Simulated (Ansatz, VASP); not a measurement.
**One calculation of ScAl3, two programs**

File INCAR:

```
SYSTEM = ScAl3
  PREC = Accurate
  ENCUT = 520
  EDIFF = 1E-6
  ISMEAR = -1
  SIGMA = 0.05
  LREAL = .FALSE.
  LASPH = .TRUE.
  NELM = 80
  ALGO = Normal
  ISIF = 2
  LWAVE = .FALSE.
  LCHARG = .TRUE.
  GGA = PE
  LELF = .TRUE.
  LVHAR = .TRUE.
  NBANDS = 18
```

KPOINTS

```
Automatic mesh
0
G
  6 6 6
  0 0 0
```

POSCAR

```
ScAl3
1.0
    4.1286846357      0.0000000000      0.0000000000
    0.0000000000      4.1286846357      0.0000000000
    0.0000000000      0.0000000000      4.0878065700
Sc Al
1 3
Direct
    0.0000000000      0.0000000000      0.0000000000
    0.5000000000      0.5000000000      0.0000000000
    0.0000000000      0.5000000000      0.5000000000
    0.5000000000      0.0000000000      0.5000000000
```

File input.yaml:

```yaml
crystal:
  lattice:
    - [4.1286846357, 0.0, 0.0]
    - [0.0, 4.1286846357, 0.0]
    - [0.0, 0.0, 4.08780657]
  atoms:
    - { symbol: Sc, position: [0.0, 0.0, 0.0] }
    - { symbol: Al, position: [0.5, 0.5, 0.0] }
    - { symbol: Al, position: [0.0, 0.5, 0.5] }
    - { symbol: Al, position: [0.5, 0.0, 0.5] }
hamiltonian:
  xc: pbe
  pseudopotentials: { kind: paw }
kpoints:
  mp_grid: { grid: [6, 6, 6] }
  band_path:
    path:
      - [[0.0, 0.0, 0.0], [0.0, 0.5, 0.0], [0.5, 0.5, 0.0], [0.0, 0.0, 0.0], [0.0, 0.0, 0.5], [0.0, 0.5, 0.5], [0.5, 0.5, 0.5], [0.0, 0.0, 0.5]]
      - [[0.0, 0.5, 0.0], [0.0, 0.5, 0.5]]
      - [[0.5, 0.5, 0.0], [0.5, 0.5, 0.5]]
    npoints: 14
scf:
  occupations: { method: fermi_dirac, width: 0.05 }
  n_extra_bands: 10
output:
  forces: true
  stress: true
  eigenvalues: true
  fatbands: true
```

Alike in both runs: functional PBE; k mesh 6 × 6 × 6; occupations fermi-dirac, width 0.05 eV; no spin polarisation.

|  | VASP | Ansatz |
| --- | --- | --- |
| version | VASP 6.6.1 | Ansatz 0.2.0 |
| potentials or method | VASP PAW PBE potentials, release 64 (Sc_sv, Al) | Ansatz PAW |
| plane-wave cutoff (eV) | 520 | 420 |
| valence electrons in the cell | 20 | 20 |
| task | single point | band structure |

```tsv
	VASP	Ansatz	Ansatz less VASP
gap on the k mesh at the Fermi level (eV)	none	none	-
pressure (GPa)	-0.6	-0.6	-0.01
traceless stress, the component that is largest in VASP (GPa)	0.67	0.67	-0.002
```

A gap of «none» marks a metal or a gap that the smearing closes.
